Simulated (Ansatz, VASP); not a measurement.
## Two plane-wave programs on Te

The input INCAR:

```
ALGO = Normal ; EDIFF = 1E-6
ENCUT = 520 ; GGA = PE
ISIF = 2 ; ISMEAR = 0
LASPH = T ; LCHARG = T
LELF = T ; LREAL = F
LVHAR = T ; LWAVE = F
NBANDS = 9 ; NELM = 100
PREC = Accurate ; SIGMA = 0.15
```

KPOINTS

```
k-points
0
Gamma
  15 15 15
```

The input POSCAR:

```
Te
1.0
    2.2344534737      1.2900623146      1.8405938081
   -2.2344534737      1.2900623146      1.8405938081
    0.0000000000     -2.5801246291      1.8405938081
Te
1
Direct
    0.5000000000      0.5000000000      0.5000000000
```

Input for Ansatz:

```yaml
crystal:
  lattice:
    - [2.2344534737, 1.2900623146, 1.8405938081]
    - [-2.2344534737, 1.2900623146, 1.8405938081]
    - [0.0, -2.5801246291, 1.8405938081]
  atoms:
    - { symbol: Te, position: [0.5, 0.5, 0.5] }
basis:
  ecutwfc: 420
kpoints:
  mp_grid: { grid: [15, 15, 15] }
hamiltonian:
  xc: pbe
scf:
  occupations: { method: gaussian, width: 0.15 }
output:
  forces: true
  stress: true
  eigenvalues: true
```

Alike in both runs: task single point; functional PBE; k mesh 15 × 15 × 15; occupations gaussian, width 0.15 eV; no spin polarisation.

```csv
,VASP,Ansatz
version,VASP 6.6.1,Ansatz 0.2.0
potentials or method,"VASP PAW PBE potentials, release 64 (Te), cutoff 520 eV","scalar-relativistic, plane waves, PAW"
valence electrons in the cell,6,16
```

Ansatz gave:

- gap on the k mesh at the Fermi level (eV): none
- pressure (GPa): 1.5

**Question.** What did VASP give for the same quantities?

**Answer.** gap on the k mesh at the Fermi level (eV): none; pressure (GPa): 1.4.

A gap of «none» marks a metal or a gap that the smearing closes. VASP's potentials hold 6 valence electrons a cell and Ansatz's 16, so a difference there can come from the potentials and not from the codes.

Neither program's run includes spin-orbit coupling.
